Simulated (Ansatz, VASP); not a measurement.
## NaF in VASP and in Ansatz

```
Na F
1.0
     0.00000    2.27718    2.27718
     2.27718    0.00000    2.27718
     2.27718    2.27718    0.00000
Na F
1 1
Direct
  0.00000 0.00000 0.00000
  0.50000 0.50000 0.50000
```

Change from the starting cell: hydrostatic strain -0.9%.

Alike in both runs: task single point; functional HSE06; k mesh 6 × 6 × 6; no spin polarisation.

|  | VASP | Ansatz |
| --- | --- | --- |
| version | VASP 6.6.1 | Ansatz 0.2.0 |
| potentials or method | VASP PAW PBE potentials, release 64 (Na_pv, F) | plane waves, PAW |
| plane-wave cutoff (eV) | 520 | 420 |
| occupations | gaussian, width 0.01 eV | fixed |
| valence electrons in the cell | 14 | 16 |

|  | VASP | Ansatz | Ansatz less VASP |
| --- | --- | --- | --- |
| gap on the k mesh at the Fermi level (eV) | 8.77 | 8.80 | +0.033 |
| pressure (GPa) | 3.2 | 3.1 | -0.18 |

VASP's potentials hold 14 valence electrons a cell and Ansatz's 16, so a difference there can come from the potentials and not from the codes. Ansatz's warnings: stress exchange threshold loose, stress scf threshold loose.
